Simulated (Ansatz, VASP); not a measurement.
**HfH8: VASP beside Ansatz**

```
Hf H
1.0
    -2.68409    2.68409    1.72791
     2.68409   -2.68409    1.72791
     2.68409    2.68409   -1.72791
Hf H
1 8
Direct
  0.00000 0.00000 0.00000
  0.32820 0.32820 0.65640
  0.67180 0.67180 0.34360
  0.67180 0.32820 0.00000
  0.00000 0.57349 0.57349
  0.42651 0.00000 0.42651
  0.57349 0.00000 0.57349
  0.00000 0.42651 0.42651
  0.32820 0.67180 0.00000
```

Change from the starting cell: species swapped into the TiPt8 type (I4/mmm, No. 139).

Alike in both runs: functional PBE; k mesh 14 × 14 × 14; occupations gaussian, width 0.1 eV; no spin polarisation.

Ansatz relaxed the structure, and its values are those at the end. VASP's run is a single point on that final structure, the one shown.

|  | VASP | Ansatz |
| --- | --- | --- |
| version | VASP 6.6.1 | Ansatz 0.2.0 |
| potentials or method | VASP PAW PBE potentials, release 64 (Hf_pv, H), cutoff 520 eV | scalar-relativistic, plane waves, PAW |
| valence electrons in the cell | 18 | 34 |

|  | VASP | Ansatz | Ansatz less VASP |
| --- | --- | --- | --- |
| gap on the k mesh at the Fermi level (eV) | none | none | - |
| pressure (GPa) | -0.8 | 0.0 | +0.80 |
| rms of the force components (eV/Å) | 0.004 | 0.000 | -0.0039 |

A gap of «none» marks a metal or a gap that the smearing closes. VASP's potentials hold 18 valence electrons a cell and Ansatz's 34, so a difference there can come from the potentials and not from the codes.

Spin-orbit coupling is off throughout.
